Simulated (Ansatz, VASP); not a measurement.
# One calculation of GaAs, two programs

```
Ga As
1.0
     0.00000    2.78864    2.78864
     2.78864    0.00000    2.78864
     2.78864    2.78864    0.00000
Ga As
1 1
Direct
  0.00000 0.00000 0.00000
  0.75000 0.75000 0.75000
```

Change from the starting cell: volume scaled by 0.96.

Alike in both runs: task single point; functional LDA; k mesh 10 × 10 × 10; occupations fermi-dirac, width 0.08 eV; no spin polarisation.

|  | VASP | Ansatz |
| --- | --- | --- |
| version | VASP 6.6.1 | Ansatz 0.2.0 |
| potentials or method | VASP PAW LDA potentials, release 64 (Ga_d, As), cutoff 520 eV | all-electron LAPW, scalar-relativistic |

```csv
,VASP,Ansatz,Ansatz less VASP
pressure (GPa),1.4,1.1,-0.31
```

LDA's correlation is that of Perdew and Zunger in VASP and of Perdew and Wang (1992) in Ansatz. Ansatz ran all-electron here, and VASP with PAW potentials.
